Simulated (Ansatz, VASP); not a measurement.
## NbH2: VASP beside Ansatz

File INCAR:

```
SYSTEM = NbH2
ALGO = Normal
EDIFF = 1E-7
ENCUT = 520
GGA = CA
ISIF = 2
ISMEAR = -1
LASPH = .True.
LCHARG = .False.
LREAL = .False.
LWAVE = .False.
NBANDS = 14
NELM = 80
PREC = Accurate
SIGMA = 0.03
```

KPOINTS

```
k-points
0
Gamma
  15 15 15
  0 0 0
```

POSCAR

```
NbH2
1.0
    0.0000000000      2.3115231798      2.3115231798
    2.3115231798      0.0000000000      2.3115231798
    2.3115231798      2.3115231798      0.0000000000
Nb H
1 2
Direct
    0.0000000000      0.0000000000      0.0000000000
    0.2500000000      0.2500000000      0.2500000000
    0.7500000000      0.7500000000      0.7500000000
```

Input for Ansatz:

```yaml
crystal:
  lattice:
    - [0.0, 2.3115231798, 2.3115231798]
    - [2.3115231798, 0.0, 2.3115231798]
    - [2.3115231798, 2.3115231798, 0.0]
  atoms:
    - { symbol: Nb, position: [0.0, 0.0, 0.0] }
    - { symbol: H, position: [0.25, 0.25, 0.25] }
    - { symbol: H, position: [0.75, 0.75, 0.75] }
kpoints:
  mp_grid: { grid: [15, 15, 15] }
  band_path:
    path:
      - [0.0, 0.0, 0.0]
      - [0.5, 0.0, 0.5]
      - [0.625, 0.25, 0.625]
      - [0.375, 0.375, 0.75]
      - [0.0, 0.0, 0.0]
      - [0.5, 0.5, 0.5]
      - [0.5, 0.25, 0.75]
      - [0.5, 0.0, 0.5]
    npoints: 5
scf:
  occupations: { method: fermi_dirac, width: 0.03 }
hamiltonian:
  xc: lda
  pseudopotentials: { kind: all_electron, lapw: { basis_error: 0.001 } }
output:
  forces: true
  stress: true
  eigenvalues: true
```

Change from the starting cell: volume scaled by 1.04.

Alike in both runs: task single point; functional LDA; k mesh 15 × 15 × 15; occupations fermi-dirac, width 0.03 eV; no spin polarisation.

|  | VASP | Ansatz |
| --- | --- | --- |
| version | VASP 6.6.1 | Ansatz 0.2.0 |
| potentials or method | VASP PAW LDA potentials, release 64 (Nb_sv, H), cutoff 520 eV | all-electron LAPW, scalar-relativistic |

VASP gave:

```
pressure (GPa) : -14.3
```

Problem. What did Ansatz give for the same quantities?

Solution. Pressure (GPa): -14.2.

LDA's correlation is that of Perdew and Zunger in VASP and of Perdew and Wang (1992) in Ansatz. Ansatz ran all-electron here, and VASP with PAW potentials.
